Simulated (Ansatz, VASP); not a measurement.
**Pb3F2 in VASP and in Ansatz**

```xyz
5
Lattice="1.9140 1.1050 10.9715 -1.9140 1.1050 10.9715 0.0000 -2.2101 10.9715" Properties=species:S:1:pos:R:3 pbc="T T T"
Pb    0.0000    0.0000    0.0000
Pb    0.0000    0.0000    6.7451
Pb    0.0000    0.0000   26.1694
F     0.0000    0.0000   12.0946
F     0.0000    0.0000   20.8199
```

Alike in both runs: functional PBE; k mesh 6 × 6 × 6; occupations gaussian, width 0.1 eV; no spin polarisation.

Ansatz relaxed the structure, and its values are those at the end. VASP's run is a single point on that final structure, the one shown.

|  | VASP | Ansatz |
| --- | --- | --- |
| version | VASP 6.6.1 | Ansatz 0.2.0 |
| potentials or method | VASP PAW PBE potentials, release 64 (Pb_d, F), cutoff 520 eV | scalar-relativistic, plane waves, PAW |
| valence electrons in the cell | 56 | 56 |

```csv
,VASP,Ansatz,Ansatz less VASP
gap on the k mesh at the Fermi level (eV),none,none,-
pressure (GPa),-0.1,0.0,+0.09
rms of the force components (eV/Å),0.003,0.005,+0.0023
```

A gap of «none» marks a metal or a gap that the smearing closes.

Neither program's run includes spin-orbit coupling.
